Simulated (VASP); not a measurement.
A run of VASP 6.6.1 is set up as follows.

File INCAR:

```
SYSTEM = Al12H
ALGO = Normal
DIPOL = 0.5 0.5 0.327
EDIFF = 1E-7
ENCUT = 520
GGA = PE
IDIPOL = 3
ISIF = 2
ISMEAR = 0
LASPH = .TRUE.
LCHARG = .FALSE.
LDIPOL = .TRUE.
LREAL = .FALSE.
LWAVE = .FALSE.
NBANDS = 30
NELM = 100
PREC = Accurate
SIGMA = 0.1
```

File KPOINTS:

```
k-points
0
G
  6 6 1
  0 0 0
```

File POSCAR:

```
Al12H
1.0
    5.7135165838      0.0000000000      0.0000000000
   -2.8567582919      4.9480505065      0.0000000000
    0.0000000000      0.0000000000     20.1013781936
Al H
12 1
Direct
    0.3333333333      0.1666666667      0.1989913309
    0.3333333333      0.6666666667      0.1989913309
    0.8333333333      0.1666666667      0.1989913309
    0.8333333333      0.6666666667      0.1989913309
    0.1666666667      0.3333333333      0.3134471578
    0.1666666667      0.8333333333      0.3134471578
    0.6666666667      0.3333333333      0.3134471578
    0.6666666667      0.8333333333      0.3134471578
    0.0000000000      0.0000000000      0.4278999236
    0.0000000000      0.5000000000      0.4278999236
    0.5000000000      0.0000000000      0.4278999236
    0.5000000000      0.5000000000      0.4278999236
    0.2500000000      0.1666666667      0.4853914666
```

Potentials or basis: VASP PAW PBE potentials, release 64 (Al, H).

The run is started by

```sh
$ cat potpaw_PBE.64/Al/POTCAR potpaw_PBE.64/H/POTCAR > POTCAR
$ mpirun -np 1 vasp_std > vasp.out
```

(1) Estimate the largest force.

Results:

(1) 0.510 eV/Å.
